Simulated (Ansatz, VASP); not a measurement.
## Two plane-wave programs on C

File INCAR:

```
SYSTEM = C
PREC = Accurate ; ENCUT = 600
EDIFF = 1E-6 ; ISMEAR = 0
SIGMA = 0.15 ; LREAL = .False.
LASPH = .True. ; NELM = 120
ALGO = Normal ; ISIF = 2
LWAVE = .False. ; LCHARG = .True.
GGA = PS ; IVDW = 12
LELF = .True. ; LVHAR = .True.
NBANDS = 16 ; GGA_COMPAT = .False.
```

File KPOINTS:

```
regular mesh
0
Gamma
  18 12 10
  0 0 0
```

POSCAR

```
C
1.0
   -2.4576582504      0.0000000000      0.0000000000
    0.0000000000      0.0000000000     -3.5294825081
    0.0000000000     -4.2567889574      0.0000000000
C
4
Direct
    0.5000000000      0.0000000000      0.1807617982
    0.0000000000      0.0000000000      0.6807617982
    0.0000000000      0.0000000000      0.3192382018
    0.5000000000      0.0000000000      0.8192382018
```

Input for Ansatz:

```yaml
crystal:
  lattice:
    - [-2.4576582504, 0.0, 0.0]
    - [0.0, 0.0, -3.5294825081]
    - [0.0, -4.2567889574, 0.0]
  atoms:
    - { symbol: C, position: [0.5, 0.0, 0.1807617982] }
    - { symbol: C, position: [0.0, 0.0, 0.6807617982] }
    - { symbol: C, position: [0.0, 0.0, 0.3192382018] }
    - { symbol: C, position: [0.5, 0.0, 0.8192382018] }
basis:
  ecutwfc: 520.0
kpoints:
  mp_grid: { grid: [18, 12, 10] }
hamiltonian:
  xc: pbesol
  pseudopotentials: { kind: paw, azcp: { folder: soft_1 } }
  dispersion: d3bj
scf:
  occupations: { method: gaussian, width: 0.15 }
output:
  forces: true
  stress: true
  eigenvalues: true
```

Change from the starting cell: mode 8 frozen in at +0.000 Å and mode 12 at -0.060 Å (largest displacements).

Alike in both runs: task single point; functional PBEsol; dispersion D3(BJ); k mesh 18 × 12 × 10; occupations gaussian, width 0.15 eV; no spin polarisation.

|  | VASP | Ansatz |
| --- | --- | --- |
| version | VASP 6.6.1 | Ansatz 0.2.0 |
| potentials or method | VASP PAW PBE potentials, release 64 (C), cutoff 600 eV | scalar-relativistic, plane waves, PAW |
| valence electrons in the cell | 16 | 16 |

|  | VASP | Ansatz | Ansatz less VASP |
| --- | --- | --- | --- |
| gap on the k mesh at the Fermi level (eV) | none | none | - |
| pressure (GPa) | 5.7 | 5.5 | -0.21 |
| traceless stress, the component that is largest in VASP (GPa) | 15.42 | 14.91 | -0.512 |
| rms of the force components (eV/Å) | 3.246 | 3.236 | -0.0101 |

VASP's potentials were made for PBE, not for PBEsol, and Ansatz warns of the same on its side. Atom by atom the forces differ by 0.010 eV/Å (rms over components). A gap of «none» marks a metal or a gap that the smearing closes.
